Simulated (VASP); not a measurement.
A run of VASP 6.6.1 is set up as follows.

File POSCAR:

```
C
1.0
    2.0985692110     -1.2116819937      0.0000000000
    2.0985692110      1.2116819937      0.0000000000
   -1.3604312700      0.0000000000      3.4554887337
C
2
Direct
    0.1666444700      0.1666444700      0.9999069600
    0.8333555300      0.8333555300      0.0000930400
```

INCAR.step1

```
PREC = Accurate
ENCUT = 520
ISMEAR = -1
SIGMA = 0.05
LREAL = False
LASPH = True
NELM = 100
NBANDS = 11
GGA = PE
ALGO = Normal
EDIFF = 1E-4
LWAVE = True
LCHARG = False
```

Contents of INCAR.step2:

```
PREC = Accurate
ENCUT = 520
EDIFF = 1E-6
ISMEAR = -1
SIGMA = 0.05
LREAL = False
LASPH = True
NELM = 100
ALGO = Normal
ISIF = 2
LWAVE = False
LCHARG = False
METAGGA = R2SCAN
LMIXTAU = True
NBANDS = 11
ISTART = 1
```

File KPOINTS:

```
regular mesh
0
Gamma
  13 13 8
```

Potentials or basis: VASP PAW PBE potentials, release 64 (C).

Launch:

```console
$ cat potpaw_PBE.64/C/POTCAR > POTCAR
$ cp INCAR.step1 INCAR
$ mpirun -np 1 vasp_std > vasp.out
$ cp INCAR.step2 INCAR
$ mpirun -np 1 vasp_std > vasp.out
```

Question: What does it give for the band gap on the k mesh?

Answer: 1.00 eV, indirect (least direct gap 1.02 eV).

Question: What does it give for the largest force?

Answer: 0.010 eV/Å.

Forces on the atoms (eV/Å):
```
C   -0.002  0.000  0.010
C    0.002  0.000 -0.010
```

Caveat: the PAW data sets were made with another functional, which shifts forces and pressure a little. r2SCAN opens gaps a little over a GGA but as a rule still falls short of measured ones.
